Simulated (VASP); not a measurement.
Input of a VASP 6.6.1 run:

File INCAR:

```
SYSTEM = Ti6O
  PREC = Accurate
  ENCUT = 520
  EDIFF = 1E-6
  ISMEAR = 0
  SIGMA = 0.1
  LREAL = .FALSE.
  LASPH = .TRUE.
  NELM = 100
  ALGO = Normal
  ISIF = 2
  LWAVE = .FALSE.
  LCHARG = .TRUE.
  LDIPOL = .TRUE.
  IDIPOL = 3
  DIPOL = 0.5 0.5 0.348
  GGA = PS
  LELF = .TRUE.
  LVHAR = .TRUE.
  LVACPOTAV = .TRUE.
  NBANDS = 48
```

KPOINTS

```
Automatic mesh
0
G
  9 6 1
  0 0 0
```

File POSCAR:

```
Ti6O
1.0
    2.8999670177      0.0000000000      0.0000000000
    0.0000000000      4.5905806278      0.0000000000
    0.0000000000      0.0000000000     21.2062529549
Ti O
6 1
Direct
    0.0000000000      0.7500000000      0.1886236106
    0.5000000000      0.2500000000      0.2281000977
    0.5000000000      0.7500000000      0.3070530716
    0.0000000000      0.2500000000      0.3454090437
    0.0000000000      0.7500000000      0.4205530428
    0.5000000000      0.2500000000      0.4577071195
    1.0000000000      0.5500000000      0.4920229497
```

Potentials or basis: VASP PAW PBE potentials, release 64 (Ti_sv, O).

Run with:

```sh
$ cat potpaw_PBE.64/Ti_sv/POTCAR potpaw_PBE.64/O/POTCAR > POTCAR
$ mpirun -np 1 vasp_std > vasp.out
```

Q: Estimate the largest force.

A: 2.073 eV/Å.

Q: Estimate the band gap on the k mesh.

A: Zero (band 39 reaches 0.96 eV, above the bottom of band 40 at 0.58 eV).

Forces in eV/Å, atoms in the order of the input:
```
Ti   0.000  0.014  0.393
Ti   0.000 -0.066  0.036
Ti   0.000 -0.014 -0.847
Ti   0.000 -0.012 -0.644
Ti   0.000  0.856  0.265
Ti   0.000  1.292  0.674
O    0.000 -2.070  0.124
```

Caveat: the PAW data sets were made with another functional, which shifts forces and pressure a little.
